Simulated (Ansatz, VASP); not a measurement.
Two plane-wave programs on Se

```xyz
3
Lattice="4.0728 0.0000 0.0000 -2.0364 3.5271 0.0000 0.0000 0.0000 5.1252" Properties=species:S:1:pos:R:3 pbc="T T T"
Se    1.0054    0.0000    0.8542
Se   -0.5027    0.8707    4.2710
Se    1.5337    2.6564    2.5626
```

Alike in both runs: functional PBE; dispersion D3(BJ); k mesh 12 × 12 × 6; occupations gaussian, width 0.02 eV; no spin polarisation.

Ansatz relaxed the structure, and its values are those at the end. VASP's run is a single point on that final structure, the one shown.

|  | VASP | Ansatz |
| --- | --- | --- |
| version | VASP 6.6.1 | Ansatz 0.2.0 |
| potentials or method | VASP PAW PBE potentials, release 64 (Se), cutoff 520 eV | scalar-relativistic, plane waves, PAW |
| valence electrons in the cell | 18 | 48 |

```tsv
	VASP	Ansatz	Ansatz less VASP
gap on the k mesh at the Fermi level (eV)	0.51	0.52	+0.010
least direct gap on the mesh (eV)	0.54	0.55	+0.010
pressure (GPa)	0.1	0.0	-0.10
rms of the force components (eV/Å)	0.016	0.004	-0.0119
```

VASP's potentials hold 18 valence electrons a cell and Ansatz's 48, so a difference there can come from the potentials and not from the codes.
